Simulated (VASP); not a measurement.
# Li6Ru (Fm-3m) in VASP: notebook

The runs below take Li6Ru through single point, relaxation of cell and atoms, with PBE.

Program: VASP 6.6.1. These are calculated values, not measurements. Logs are shortened: lines on timing, memory, paths and dates and some standing lists are left out, and cuts for length are marked.

### 1 The cell of the first run

Symmetry: Fm-3m, No. 225, cubic system. The conventional cell has a = 7.763 Å, b = 7.763 Å, c = 7.763 Å, α = 90.00°, β = 90.00°, γ = 90.00°. Li (site symmetry mmm) has 8 Li at 2.74 Å and 2 Ru at 2.74 Å within 3.6 Å. Within 3.6 Å of Ru (site symmetry m-3m) lie 12 Li at 2.74 Å.

### 2 Single point, PBE

File INCAR:

```
ALGO = Normal ; EDIFF = 1E-7
ENCUT = 520 ; GGA = PE
ISIF = 2 ; ISMEAR = 0
LASPH = True ; LCHARG = False
LREAL = False ; LWAVE = False
NBANDS = 25 ; NELM = 100
PREC = Accurate ; SIGMA = 0.1
```

File KPOINTS:

```
k-points
0
Gamma
  8 8 8
```

File POSCAR:

```
Li6Ru
1.0
    0.0000000000      3.8815171022      3.8815171022
    3.8815171022      0.0000000000      3.8815171022
    3.8815171022      3.8815171022      0.0000000000
Li Ru
6 1
Direct
    0.5000000000      0.5000000000      0.0000000000
    0.5000000000      0.0000000000      0.5000000000
    0.0000000000      0.0000000000      0.5000000000
    0.0000000000      0.5000000000      0.0000000000
    0.0000000000      0.5000000000      0.5000000000
    0.5000000000      0.0000000000      0.0000000000
    0.0000000000      0.0000000000      0.0000000000
```

Potentials or basis: VASP PAW PBE potentials, release 64 (Li_sv, Ru_pv).

On the command line:

```bash
> cat potpaw_PBE.64/Li_sv/POTCAR potpaw_PBE.64/Ru_pv/POTCAR > POTCAR
> mpirun -np 1 vasp_std > vasp.out
```

OUTCAR:

```text
EDIFF = 1E-7
   ENCUT = 520
   GGA = PE
   ISIF = 2
   ISMEAR = 0
   LASPH = True
   LREAL = False
   NELM = 100
   PREC = Accurate

 ion  position               nearest neighbor table
   1  0.500  0.500  0.000-   7 2.74   7 2.74
   2  0.500  0.000  0.500-   7 2.74   7 2.74
   3  0.000  0.000  0.500-   7 2.74   7 2.74
   4  0.000  0.500  0.000-   7 2.74   7 2.74
   5  0.000  0.500  0.500-   7 2.74   7 2.74
   6  0.500  0.000  0.000-   7 2.74   7 2.74
   7  0.000  0.000  0.000-   3 2.74   4 2.74   6 2.74   2 2.74   3 2.74   5 2.74   1 2.74   4 2.74
                             5 2.74   1 2.74   2 2.74   6 2.74

  LATTYP: Found a face centered cubic cell.
 ALAT       =     7.7630342044

  Lattice vectors:

 A1 = (   0.0000000000,   3.8815171022,   3.8815171022)
 A2 = (   3.8815171022,   0.0000000000,   3.8815171022)
 A3 = (   3.8815171022,   3.8815171022,   0.0000000000)

Analysis of symmetry for initial positions (statically):
=====================================================================
 Subroutine PRICEL returns:
 Original cell was already a primitive cell.

 Routine SETGRP: Setting up the symmetry group for a
 face centered cubic supercell.

 Subroutine GETGRP returns: Found 48 space group operations
 (whereof 48 operations were pure point group operations)
 out of a pool of 48 trial point group operations.

The static configuration has the point symmetry O_h .

Analysis of symmetry for dynamics (positions and initial velocities):
=====================================================================
 Subroutine PRICEL returns:
 Original cell was already a primitive cell.

 Routine SETGRP: Setting up the symmetry group for a
 face centered cubic supercell.

 Subroutine GETGRP returns: Found 48 space group operations
 (whereof 48 operations were pure point group operations)
 out of a pool of 48 trial point group operations.

The dynamic configuration has the point symmetry O_h .

 Subroutine INISYM returns: Found 48 space group operations
 (whereof 48 operations are pure point group operations),
 and found     1 'primitive' translations

----------------------------------------------------------------------------------------

                                     Primitive cell

  volume of cell :     116.9592

  direct lattice vectors                    reciprocal lattice vectors
     0.000000000  3.881517102  3.881517102    -0.128815612  0.128815612  0.128815612
     3.881517102  0.000000000  3.881517102     0.128815612 -0.128815612  0.128815612
     3.881517102  3.881517102  0.000000000     0.128815612  0.128815612 -0.128815612

  length of vectors
     5.489294129  5.489294129  5.489294129     0.223115184  0.223115184  0.223115184

  position of ions in fractional coordinates (direct lattice)
     0.500000000  0.500000000  0.000000000
     0.500000000  0.000000000  0.500000000
     0.000000000  0.000000000  0.500000000
     0.000000000  0.500000000  0.000000000
     0.000000000  0.500000000  0.500000000
     0.500000000  0.000000000  0.000000000
     0.000000000  0.000000000  0.000000000

  ion indices of the primitive-cell ions
   primitive index   ion index
                 1           1
                 2           2
                 3           3
                 4           4
                 5           5
                 6           6
                 7           7

----------------------------------------------------------------------------------------

 KPOINTS: k-points

Automatic generation of k-mesh.
 Grid dimensions read from file:
 generate k-points for:    8    8    8

 Generating k-lattice:

  Cartesian coordinates                     Fractional coordinates (reciprocal lattice)
    -0.016101951  0.016101951  0.016101951     0.125000000  0.000000000  0.000000000
     0.016101951 -0.016101951  0.016101951     0.000000000  0.125000000  0.000000000
     0.016101951  0.016101951 -0.016101951     0.000000000  0.000000000  0.125000000

  Length of vectors
     0.027889398  0.027889398  0.027889398

  Shift w.r.t. Gamma in fractional coordinates (k-lattice)
     0.000000000  0.000000000  0.000000000

 Subroutine IBZKPT returns following result:
 ===========================================

 Found     29 irreducible k-points:

 Following reciprocal coordinates:
            Coordinates               Weight
  0.000000  0.000000  0.000000      1.000000
  0.125000  0.000000  0.000000      8.000000
  0.250000  0.000000  0.000000      8.000000
  0.375000  0.000000  0.000000      8.000000
  0.500000  0.000000  0.000000      4.000000
  0.125000  0.125000  0.000000      6.000000
[... 16 lines left out ...]
  0.500000  0.250000  0.125000     48.000000
 -0.375000  0.250000  0.125000     24.000000
 [... further k-points ...]
   k-points           NKPTS =     29   k-points in BZ     NKDIM =     29   number of bands    NBANDS=     25
   number of dos      NEDOS =    301   number of ions     NIONS =      7
   total plane-waves  NPLWV =  74088
   dimension x,y,z NGX =    42 NGY =   42 NGZ =   42
   dimension x,y,z NGXF=    84 NGYF=   84 NGZF=   84
   ions per type =               6   1
   NGX,Y,Z   is equivalent  to a cutoff of  12.72, 12.72, 12.72 a.u.
   NGXF,Y,Z  is equivalent  to a cutoff of  25.44, 25.44, 25.44 a.u.
 SYSTEM =  unknown system
   PREC   = accura    normal or accurate (medium, high low for compatibility)
   ISTART =      0    job   : 0-new  1-cont  2-samecut
   ICHARG =      2    charge: 1-file 2-atom 10-const
   ISPIN  =      1    spin polarized calculation?
   LNONCOLLINEAR =      F non collinear calculations
   LSORBIT =      F    spin-orbit coupling
   LASPH  =      T    aspherical Exc in radial PAW
   ENCUT  =  520.0 eV  38.22 Ry    6.18 a.u.  10.21 10.21 10.21*2*pi/ulx,y,z
   NELM   =    100;   NELMIN=  2; NELMDL= -5     # of ELM steps
   EDIFF  = 0.1E-06   stopping-criterion for ELM
   LREAL  =      F    real-space projection
   EDIFFG = 0.1E-05   stopping-criterion for IOM
   NSW    =      0    number of steps for IOM
   IBRION =     -1    ionic relax: 0-MD 1-quasi-New 2-CG
   NFREE  =      0    steps in history (QN), initial steepest desc. (CG)
   ISIF   =      2    stress and relaxation
   ISYM   =      2    0-nonsym 1-usesym 2-fastsym
   POTIM  = 0.5000    time-step for ionic-motion
   TEBEG  =    0.0;   TEEND  =   0.0 temperature during run
   PSTRESS=    0.0 pullay stress
   NELECT =      32.0000    total number of electrons
   NUPDOWN=      -1.0000    fix difference up-down
   EMIN   =  10.00;   EMAX   =-10.00  energy-range for DOS
   EFERMI =   0.00;   METHOD = LEGACY
   ISMEAR =     0;   SIGMA  =   0.10  broadening in eV -4-tet -1-fermi 0-gaus
   EFERMI_NEDOS =   21; number of points for ismear=-14 and -15
   IALGO  =     38    algorithm
   IMIX   =      4    mixing-type and parameters
     AMIX     =   0.40;   BMIX     =  1.00
     AMIX_MAG =   1.60;   BMIX_MAG =  1.00
  volume/ion in A,a.u.               =      16.71       112.75
  Fermi-wavevector in a.u.,A,eV,Ry     =   1.062788  2.008378 15.368031  1.129518
  Thomas-Fermi vector in A             =   2.198251
   LORBIT       =      0    0 simple, 1 ext, 2 COOP (PROOUT), +10 PAW based schemes
   GGA     = PE    functional components
   LHFCALC =     F    Hartree Fock is set to
   AEXX    =    0.0000 exact exchange contribution
   IVDW    =     0    specifies the selected vdW correction
   LEPSILON=     F    determine dielectric tensor
   LRPA    =     F    only Hartree local field effects (RPA)
 non-spin polarized calculation
 Gauss-broadening in eV      SIGMA  =   0.10
  energy-cutoff  :      520.00
  volume of cell :      116.96
 maximum number of plane-waves:      3180
 NGX is ok and might be reduce to    42
   NGX = 21   NGY = 21   NGZ = 21

 number of electron      32.0000050 magnetization

 Free energy of the ion-electron system (eV)
  ---------------------------------------------------
  ext. energy  EPLUGINS =         0.00000000
  ---------------------------------------------------
  free energy    TOTEN  =       -18.98449266 eV

  energy without entropy =      -18.97401589  energy(sigma->0) =      -18.97925428

 E-fermi :   1.9392     XC(G=0):  -8.1932

 val. band max:        1.9097831868   @ k =  -0.3750   0.3750   0.0000
 cond. band min:       1.9684886514   @ k =   0.0000   0.0000   0.0000
 fundamental gap:      0.0587054646
 Fermi energy:         1.9392007976

 k-point     1 :       0.0000    0.0000    0.0000
  band No.  band energies     occupation
      1     -43.9041      2.00000
      2     -43.8625      2.00000
      3     -43.8625      2.00000
      4     -43.8625      2.00000
      5     -43.8432      2.00000
      6     -43.8432      2.00000
[... 17 lines left out ...]
     24       7.9780      0.00000
     25       8.1691      0.00000

 k-point     2 :       0.1250    0.0000    0.0000
  band No.  band energies     occupation
      1     -43.9024      2.00000
      2     -43.8642      2.00000
      3     -43.8619      2.00000
      4     -43.8619      2.00000
      5     -43.8440      2.00000
      6     -43.8440      2.00000
[... 17 lines left out ...]
     24       8.1904      0.00000
     25       8.3396      0.00000

 k-point     3 :       0.2500    0.0000    0.0000
  band No.  band energies     occupation
      1     -43.8980      2.00000
      2     -43.8688      2.00000
      3     -43.8597      2.00000
      4     -43.8597      2.00000
      5     -43.8462      2.00000
      6     -43.8462      2.00000
[... 552 lines left out ...]
 k-point    23 :       0.5000    0.2500    0.1250
  band No.  band energies     occupation
      1     -43.8884      2.00000
      2     -43.8740      2.00000
      3     -43.8618      2.00000
      4     -43.8552      2.00000
      5     -43.8535      2.00000
      6     -43.8466      2.00000
[... 17 lines left out ...]
     24       7.8316      0.00000
     25       8.2982      0.00000

 k-point    24 :      -0.3750    0.2500    0.1250
  band No.  band energies     occupation
      1     -43.8814      2.00000
      2     -43.8809      2.00000
      3     -43.8589      2.00000
      4     -43.8589      2.00000
      5     -43.8497      2.00000
      6     -43.8497      2.00000
[... 17 lines left out ...]
     24       7.5870      0.00000
     25       8.6228      0.00000

 [... further k-points ...]
[... 5 lines left out ...]
  --------------------------------------------------------------------------------------
  -------------------------------------------------------------------------------------
  Total       -0.0853953     -0.0853953     -0.0853953      0.0000000     -0.0000000      0.0000000
  in kB       -1.1697957     -1.1697957     -1.1697957      0.0000000     -0.0000000      0.0000000
  external PRESSURE =      -1.1697957 kB  Pullay stress =       0.0000000 kB

 VOLUME and BASIS-vectors are now :
 -----------------------------------------------------------------------------
  energy-cutoff  :      520.00
  volume of cell :      116.96
      direct lattice vectors                 reciprocal lattice vectors
     0.000000000  3.881517102  3.881517102    -0.128815612  0.128815612  0.128815612
     3.881517102  0.000000000  3.881517102     0.128815612 -0.128815612  0.128815612
     3.881517102  3.881517102  0.000000000     0.128815612  0.128815612 -0.128815612

 POSITION                                       TOTAL-FORCE (eV/Angst)
 -----------------------------------------------------------------------------------
      1.94076      1.94076      3.88152         0.000000      0.000000     -0.000000
      1.94076      3.88152      1.94076        -0.000000     -0.000000      0.000000
      1.94076      1.94076      0.00000         0.000000     -0.000000      0.000000
      1.94076      0.00000      1.94076        -0.000000     -0.000000      0.000000
      3.88152      1.94076      1.94076        -0.000000      0.000000     -0.000000
      0.00000      1.94076      1.94076         0.000000      0.000000     -0.000000
      0.00000      0.00000      0.00000        -0.000000     -0.000000     -0.000000
 -----------------------------------------------------------------------------------
    total drift:                               -0.000000     -0.000000      0.000000

  FREE ENERGIE OF THE ION-ELECTRON SYSTEM (eV)
  ---------------------------------------------------
  free  energy   TOTEN  =       -18.9844926579 eV

  energy  without entropy=      -18.9740158938  energy(sigma->0) =      -18.97925428
```

Run time: 51 s. Hardware: 1 thread of Intel Xeon 6975P-C (Granite Rapids), shared host; peak memory 0.28 GiB.

What came out:

```
Free energy            : -18.9845 eV
Band gap on the k mesh : zero (band 16 reaches 2.35 eV, above the bottom of band 17 at 1.77 eV)
```

Caveat: the cutoff is under 1.25 times the usual one of these potentials, so pressure, stress and relaxed cells hold a basis-set (Pulay) error.

### 3 Relaxation of cell and atoms, PBE

This run uses another cell than the first one, of 16.67 Å³/atom, 0.998 times its volume.

File INCAR:

```
SYSTEM = Li6Ru
ALGO = Normal ; EDIFF = 1E-6
EDIFFG = -0.01 ; ENCUT = 600
GGA = PE ; IBRION = 2
ISIF = 3 ; ISMEAR = 0
LASPH = .TRUE. ; LCHARG = .FALSE.
LREAL = .FALSE. ; LWAVE = .FALSE.
NELM = 100 ; NSW = 100
PREC = Accurate ; SIGMA = 0.1
```

File KPOINTS:

```
k-points
0
G
  8 8 8
  0 0 0
```

Changes to POSCAR since step 2:

```diff
@@ -2,5 +2,5 @@
 1.0
-    0.0000000000      3.8815171022      3.8815171022
-    3.8815171022      0.0000000000      3.8815171022
-    3.8815171022      3.8815171022      0.0000000000
+    0.0000000000      3.8783729355      3.8783729355
+    3.8783729355      0.0000000000      3.8783729355
+    3.8783729355      3.8783729355      0.0000000000
 Li Ru
```

Potentials or basis: VASP PAW PBE potentials, release 64 (Li_sv, Ru_pv).

On the command line:

```bash
> cat potpaw_PBE.64/Li_sv/POTCAR potpaw_PBE.64/Ru_pv/POTCAR > POTCAR
> mpirun -np 1 vasp_std > vasp.out
```

Wall time 55 s (1 thread of Intel Xeon 6975P-C (Granite Rapids), shared host); peak memory 0.35 GiB.

The run converged. Its results:

* Free energy: -18.9845 eV
* Pressure after relaxing: -0.1 GPa
* Band gap on the k mesh: zero (band 16 reaches 2.36 eV, above the bottom of band 17 at 1.78 eV)

Final structure:
```
CELL_PARAMETERS angstrom
0.00000 3.87837 3.87837
3.87837 0.00000 3.87837
3.87837 3.87837 0.00000
ATOMIC_POSITIONS crystal
Li 0.50000 0.50000 0.00000
Li 0.50000 0.00000 0.50000
Li 0.00000 0.00000 0.50000
Li 0.00000 0.50000 0.00000
Li 0.00000 0.50000 0.50000
Li 0.50000 0.00000 0.00000
Ru 0.00000 0.00000 0.00000
```

Levels at points of the mesh, in eV from the Fermi level:
| k point | band 14 | band 15 | band 16 | band 17 | band 18 | band 19 |
| --- | --- | --- | --- | --- | --- | --- |
| (0.00, 0.00, 0.00) | -0.35 | -0.35 | 0.03 | 1.13 | 1.13 | 1.13 |
| (0.50, 0.00, 0.00) | -0.70 | -0.57 | -0.57 | 1.12 | 1.55 | 1.55 |
| (0.50, 0.50, 0.00) | -0.65 | -0.65 | -0.46 | 0.67 | 0.67 | 1.58 |

Caveat: the cutoff is under 1.25 times the usual one of these potentials, so pressure, stress and relaxed cells hold a basis-set (Pulay) error; the relaxation stopped at its first step, so nothing moved.
